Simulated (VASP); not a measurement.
# BAs: single point with LDA

Crystal: BAs.

```
B As
1.0
     3.10093    0.00000    0.00000
     0.00000    2.55047    0.00000
     0.00000    0.00000    3.11483
B As
1 1
Direct
  0.00000 0.50000 0.00000
  0.50000 0.50000 0.50000
```

```
Program             : VASP 6.6.1
Task                : single point
Functional          : LDA
Potentials or basis : VASP PAW LDA potentials, release 64 (B, As_d)
Cutoff              : 560 eV
k mesh              : 12 × 8 × 6
Occupations         : fermi-dirac, width 0.05 eV
Spin                : no spin polarisation
```

| Item | Value |
| --- | --- |
| Pressure | 0.1 GPa |
| Band gap on the k mesh | zero (bands 9 and 10 overlap by 5.22 eV) |

Levels at points of the mesh, in eV from the Fermi level:
```tsv
k point	band 7	band 8	band 9	band 10	band 11	band 12
(0.00, 0.00, 0.00)	-3.29	-3.18	-1.35	3.35	4.30	9.26
(0.50, 0.00, 0.00)	-10.68	0.61	0.64	2.47	4.49	5.90
(0.00, 0.50, 0.00)	-8.33	-1.05	-0.95	1.84	3.58	7.92
(0.50, 0.50, 0.00)	-7.36	-5.80	-3.35	2.36	3.42	6.02
(0.00, 0.00, 0.50)	-10.71	0.69	0.70	2.56	4.60	5.89
(0.50, 0.00, 0.50)	-8.03	-8.01	-6.52	6.60	8.41	11.88
(0.00, 0.50, 0.50)	-7.39	-5.83	-3.37	2.41	3.49	6.11
(0.50, 0.50, 0.50)	-5.38	-5.37	-4.41	-2.89	-1.57	3.37
```

It took 18 s on 1 thread of Intel(R) Xeon(R) Platinum 8375C CPU @ 2.90GHz (Ice Lake) (shared host), peak memory 0.17 GiB.
